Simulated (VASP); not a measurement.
Write the native input for VASP 6.6.1 that does the following.

```yaml
Task: single point
Functional: PBE
Potentials_or_basis: VASP PAW PBE potentials, release 64 (Cd, Te)
Cutoff: 520 eV
k_mesh: 4 × 4 × 4
Occupations: gaussian, width 0.1 eV
Spin: no spin polarisation
Dipole_correction: no
Further_INCAR_settings: ALGO = Normal; EDIFF = 1e-06; NBANDS = 16
```

The structure of CdTe lies in POSCAR:

```
CdTe
1.0
    3.9625164800      0.0000000000      0.0000000000
    0.0000000000      3.9625164800      0.0000000000
    0.0000000000      0.0000000000      3.9625164800
Cd Te
1 1
Direct
    0.0000000000      0.0000000000      0.0000000000
    0.5000000000      0.5000000000      0.5000000000
```

These files were run (other wordings do the same):

INCAR

```
SYSTEM = CdTe
PREC = Accurate
ENCUT = 520
EDIFF = 1E-6
ISMEAR = 0
SIGMA = 0.1
LREAL = .FALSE.
LASPH = .TRUE.
NELM = 100
ALGO = Normal
ISIF = 2
LWAVE = .FALSE.
LCHARG = .TRUE.
GGA = PE
LELF = .TRUE.
LVHAR = .TRUE.
NBANDS = 16
```

KPOINTS

```
Automatic mesh
0
G
  4 4 4
  0 0 0
```

Potentials or basis: VASP PAW PBE potentials, release 64 (Cd, Te).

The run is started by

```bash
$ cat potpaw_PBE.64/Cd/POTCAR potpaw_PBE.64/Te/POTCAR > POTCAR
$ mpirun -np 1 vasp_std > vasp.out
```

Results of the run:

| Quantity | Value |
| --- | --- |
| Pressure | -3.7 GPa |
| Band gap on the k mesh | zero (band 9 reaches 3.81 eV, above the bottom of band 10 at 2.50 eV) |

Caveat: the k points lie up to 0.40 Å⁻¹ apart; spin-orbit coupling is left out, which moves the levels of the heavy elements.

Wall time 15 s on 1 thread of Intel Xeon 8259CL, on a shared host, peak memory 0.17 GiB.
